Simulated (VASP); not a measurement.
# Al (P-6m2) in VASP: further runs, part 2 of 2

VASP 6.6.1. Earlier steps stand in the parts before.

## (3) Relaxation of cell and atoms, PBE

This run uses another cell than the first one, of 16.64 Å³/atom, 1.005 times its volume.

Input file INCAR:

```
PREC = Accurate ; ENCUT = 600
EDIFF = 1E-6 ; ISMEAR = -1
SIGMA = 0.15 ; LREAL = F
LASPH = T ; NELM = 60
ALGO = Fast ; ISIF = 3
LWAVE = F ; LCHARG = F
GGA = PE ; IBRION = 2
NSW = 80 ; EDIFFG = -0.001
```

Input file KPOINTS:

```
Automatic mesh
0
Gamma
  18 18 4
```

Input file POSCAR:

```
Al
1.0
    2.8566274744     -0.0000000029      0.0000000000
   -1.4283137347      2.4739119634      0.0000000000
    0.0000000000      0.0000000000     14.1293201865
Al
6
Direct
    0.0000000000      0.0000000000      0.0000000000
    0.6666666667      0.3333333333      0.8332949733
    0.0000000000      0.0000000000      0.6666160135
    0.6666666667      0.3333333333      0.5000000000
    0.0000000000      0.0000000000      0.3333839865
    0.6666666667      0.3333333333      0.1667050267
```

Potentials or basis: VASP PAW PBE potentials, release 64 (Al).

On the command line:

```bash
$ cat potpaw_PBE.64/Al/POTCAR > POTCAR
$ mpirun -np 1 vasp_std > vasp.out
```

OUTCAR:

```text
PREC = Accurate
   ENCUT = 600
   EDIFF = 1E-6
   ISMEAR = -1
   LREAL = F
   LASPH = T
   NELM = 60
   ISIF = 3
   GGA = PE
   IBRION = 2
   NSW = 80
   EDIFFG = -0.001

 ion  position               nearest neighbor table
   1  0.000  0.000  0.000-   2 2.88   6 2.88   2 2.88   6 2.88   2 2.88   6 2.88
   2  0.667  0.333  0.833-   3 2.88   3 2.88   3 2.88   1 2.88   1 2.88   1 2.88
   3  0.000  0.000  0.667-   4 2.87   4 2.87   4 2.87   2 2.88   2 2.88   2 2.88
   4  0.667  0.333  0.500-   3 2.87   5 2.87   3 2.87   5 2.87   3 2.87   5 2.87
   5  0.000  0.000  0.333-   4 2.87   4 2.87   4 2.87   6 2.88   6 2.88   6 2.88
   6  0.667  0.333  0.167-   5 2.88   5 2.88   5 2.88   1 2.88   1 2.88   1 2.88

  LATTYP: Found a hexagonal cell.
 ALAT       =     2.8566274744
 C/A-ratio  =     4.9461542722

  Lattice vectors:

 A1 = (   2.8566274744,  -0.0000000029,   0.0000000000)
 A2 = (  -1.4283137347,   2.4739119634,   0.0000000000)
 A3 = (   0.0000000000,   0.0000000000,  14.1293201865)

Analysis of symmetry for initial positions (statically):
=====================================================================
 Subroutine PRICEL returns:
 Original cell was already a primitive cell.

 Routine SETGRP: Setting up the symmetry group for a
 hexagonal supercell.

 Subroutine GETGRP returns: Found 12 space group operations
 (whereof 12 operations were pure point group operations)
 out of a pool of 24 trial point group operations.

The static configuration has the point symmetry D_3h.

Analysis of symmetry for dynamics (positions and initial velocities):
=====================================================================
 Subroutine PRICEL returns:
 Original cell was already a primitive cell.

 Routine SETGRP: Setting up the symmetry group for a
 hexagonal supercell.

 Subroutine GETGRP returns: Found 12 space group operations
 (whereof 12 operations were pure point group operations)
 out of a pool of 24 trial point group operations.

The dynamic configuration has the point symmetry D_3h.

 Subroutine INISYM returns: Found 12 space group operations
 (whereof 12 operations are pure point group operations),
 and found     1 'primitive' translations

[... 144 lines left out ...]
 number of electron      18.0000000 magnetization

 Free energy of the ion-electron system (eV)
  ---------------------------------------------------
  ext. energy  EPLUGINS =         0.00000000
  ---------------------------------------------------
  free energy    TOTEN  =       -22.37310683 eV

  energy without entropy =      -22.19211388  energy(sigma->0) =      -22.28261035

------------------------ aborting loop because EDIFF is reached ----------------------------------------

  FORCE on cell =-STRESS in cart. coord.  units (eV):
  Direction    XX          YY          ZZ          XY          YZ          ZX
  --------------------------------------------------------------------------------------
  -------------------------------------------------------------------------------------
  Total       -0.0395112     -0.0395112      0.0897492      0.0000000     -0.0000000      0.0000000
  in kB       -0.6339742     -0.6339742      1.4400653      0.0000000     -0.0000000      0.0000000
  external PRESSURE =       0.0573723 kB  Pullay stress =       0.0000000 kB
[... 227 lines left out ...]
--------------------------------------- Ionic step        7  -------------------------------------------

 number of electron      18.0000000 magnetization

 Free energy of the ion-electron system (eV)
  ---------------------------------------------------
  ext. energy  EPLUGINS =         0.00000000
  ---------------------------------------------------
  free energy    TOTEN  =       -22.37324270 eV

  energy without entropy =      -22.19194188  energy(sigma->0) =      -22.28259229

 E-fermi :   7.9082     XC(G=0): -10.1665

 val. band max:        7.9008474282   @ k =   0.3889   0.1111   0.0000
 cond. band min:       7.9350416196   @ k =   0.5000   0.0000   0.2500
 fundamental gap:      0.0341941914
 Fermi energy:         7.9082426407

 k-point     1 :       0.0000    0.0000    0.0000
  band No.  band energies     occupation
      1      -3.1677      2.00000
      2      -2.4305      2.00000
      3      -2.4304      2.00000
      4      -0.2410      2.00000
      5      -0.2410      2.00000
      6       3.2906      2.00000
      7       3.3902      2.00000
      8       8.2233      0.21818
      9       8.2233      0.21812
     10      14.2473      0.00000
     11      14.2474      0.00000
     12      18.5993      0.00000
     13      18.5993      0.00000
[... 354 lines left out ...]
  band No.  band energies     occupation
      1       1.7496      2.00000
      2       2.4571      2.00000
      3       2.4572      2.00000
      4       4.3059      2.00000
      5       4.4149      2.00000
      6       4.4150      2.00000
      7       5.2508      2.00000
      8       5.2509      2.00000
      9       7.1635      1.98614
     10       7.1636      1.98613
     11       7.9008      1.02465
     12       8.2187      0.22411
     13      10.1974      0.00000

 [... further k-points ...]
[... 5 lines left out ...]
  --------------------------------------------------------------------------------------
  -------------------------------------------------------------------------------------
  Total       -0.0041220     -0.0041220     -0.0000644      0.0000000     -0.0000000      0.0000000
  in kB       -0.0661258     -0.0661258     -0.0010326      0.0000000     -0.0000000      0.0000000
  external PRESSURE =      -0.0444281 kB  Pullay stress =       0.0000000 kB
[... 21 lines left out ...]
  FREE ENERGIE OF THE ION-ELECTRON SYSTEM (eV)
  ---------------------------------------------------
  free  energy   TOTEN  =       -22.3732427012 eV

  energy  without entropy=      -22.1919418827  energy(sigma->0) =      -22.28259229

 reached required accuracy - stopping structural energy minimisation
```

CONTCAR:

```text
Al
   1.00000000000000
     2.8544439774485819   -0.0000000028977734    0.0000000000000000
    -1.4272219862261930    2.4720209995699389    0.0000000000000000
     0.0000000000000000   -0.0000000000000000   14.1538520663416225
  Al
     6
Direct
     0.0000000000000000    0.0000000000000000    0.0000000000000000
     0.6666666667000030    0.3333333332999970    0.8332984222505556
     0.0000000000000000    0.0000000000000000    0.6666336141529955
     0.6666666667000030    0.3333333332999970    0.5000000000000000
     0.0000000000000000    0.0000000000000000    0.3333663858470043
     0.6666666667000030    0.3333333332999970    0.1667015777494444

  0.00000000E+00  0.00000000E+00  0.00000000E+00
  0.00000000E+00  0.00000000E+00  0.00000000E+00
  0.00000000E+00  0.00000000E+00  0.00000000E+00
  0.00000000E+00  0.00000000E+00  0.00000000E+00
  0.00000000E+00  0.00000000E+00  0.00000000E+00
  0.00000000E+00  0.00000000E+00  0.00000000E+00
```

Wall time 3.8 min (1 thread of AMD EPYC 9R45 (Zen 5), shared host); peak memory 0.3 GiB.

Results:

```yaml
Free_energy: -22.3732 eV
Relaxed_volume: 16.65 Å³/atom
Relaxed_cell: a = 2.854 Å, b = 2.854 Å, c = 14.154 Å, α = 90.00°, β = 90.00°, γ = 120.00°
Space_group_after_relaxing_to_0.05_Å: P6_3/mmc (No. 194)
Energy_gained_by_relaxing: 0.0 meV/atom
Ionic_steps: 7
Pressure_after_relaxing: 0.0 GPa
```

Step by step:
```tsv
step	energy change (eV)	largest force (eV/Å)	pressure (GPa)	volume (Å³)
1	0.0000	0.0021	0.01	99.85
2	-0.0001	0.0016	0.00	99.86
3	-0.0001	0.0015	0.00	99.86
4	-0.0001	0.0014	0.00	99.87
5	-0.0001	0.0008	-0.01	99.88
6	-0.0001	0.0009	-0.01	99.87
7	-0.0001	0.0010	0.00	99.87
```

Final structure:
```
CELL_PARAMETERS angstrom
2.85444 0.00000 0.00000
-1.42722 2.47202 0.00000
0.00000 0.00000 14.15385
ATOMIC_POSITIONS crystal
Al 0.00000 0.00000 0.00000
Al 0.66667 0.33333 0.83330
Al 0.00000 0.00000 0.66663
Al 0.66667 0.33333 0.50000
Al 0.00000 0.00000 0.33337
Al 0.66667 0.33333 0.16670
```

Caveat: the bands computed are all filled at some k points, so no gap is given.
